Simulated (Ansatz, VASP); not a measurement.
As: VASP beside Ansatz

Contents of INCAR:

```
PREC = Accurate
ENCUT = 520
EDIFF = 1E-6
ISMEAR = -1
SIGMA = 0.05
LREAL = False
LASPH = True
NELM = 60
ALGO = Normal
ISIF = 2
LWAVE = False
LCHARG = False
GGA = CA
NBANDS = 8
```

The input KPOINTS:

```
Automatic mesh
0
Gamma
  10 10 10
```

File POSCAR:

```
As
1.0
    2.6671410253      0.0000000000      0.0000000000
    0.0000000000      2.6671410253      0.0000000000
    0.0000000000      0.0000000000      2.6671410253
As
1
Direct
    0.5000000000      0.5000000000      0.5000000000
```

File input.yaml:

```yaml
crystal:
  lattice:
    - [2.6671410253, 0.0, 0.0]
    - [0.0, 2.6671410253, 0.0]
    - [0.0, 0.0, 2.6671410253]
  atoms:
    - { symbol: As, position: [0.5, 0.5, 0.5] }
kpoints:
  mp_grid: { grid: [10, 10, 10] }
scf:
  occupations: { method: fermi_dirac, width: 0.05 }
hamiltonian:
  xc: lda
  pseudopotentials: { kind: all_electron, lapw: { basis_error: 0.001 } }
output:
  forces: true
  stress: true
  eigenvalues: true
```

Change from the starting cell: volume scaled by 0.96.

Alike in both runs: task single point; functional LDA; k mesh 10 × 10 × 10; occupations fermi-dirac, width 0.05 eV; no spin polarisation.

|  | VASP | Ansatz |
| --- | --- | --- |
| version | VASP 6.6.1 | Ansatz 0.2.0 |
| potentials or method | VASP PAW LDA potentials, release 64 (As), cutoff 520 eV | all-electron LAPW, scalar-relativistic |

Ansatz gave:

| Item | Value |
| --- | --- |
| gap on the k mesh at the Fermi level (eV) | none |
| pressure (GPa) | 0.4 |

Problem. Estimate VASP's values.

Solution. gap on the k mesh at the Fermi level (eV): none; pressure (GPa): 0.8.

LDA's correlation is that of Perdew and Zunger in VASP and of Perdew and Wang (1992) in Ansatz. A gap of «none» marks a metal or a gap that the smearing closes. Ansatz ran all-electron here, and VASP with PAW potentials.
